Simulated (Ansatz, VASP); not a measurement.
One calculation of Ba, two programs

```
CELL_PARAMETERS angstrom
4.55163 0.00000 0.00000
-2.27581 3.94183 0.00000
0.00000 0.00000 3.51157
ATOMIC_POSITIONS crystal
Ba 0.00000 0.00000 0.00000
```

Alike in both runs: task single point; functional PBE; k mesh 15 × 15 × 14; occupations gaussian, width 0.15 eV; no spin polarisation.

|  | VASP | Ansatz |
| --- | --- | --- |
| version | VASP 6.6.1 | Ansatz 0.2.0 |
| potentials or method | VASP PAW PBE potentials, release 64 (Ba_sv), cutoff 520 eV | scalar-relativistic, plane waves, PAW |
| valence electrons in the cell | 10 | 10 |

|  | VASP | Ansatz | Ansatz less VASP |
| --- | --- | --- | --- |
| gap on the k mesh at the Fermi level (eV) | none | none | - |
| pressure (GPa) | 0.3 | 0.1 | -0.15 |
| traceless stress, the component that is largest in VASP (GPa) | 4.91 | 4.75 | -0.164 |

A gap of «none» marks a metal or a gap that the smearing closes.

Neither program's run includes spin-orbit coupling.
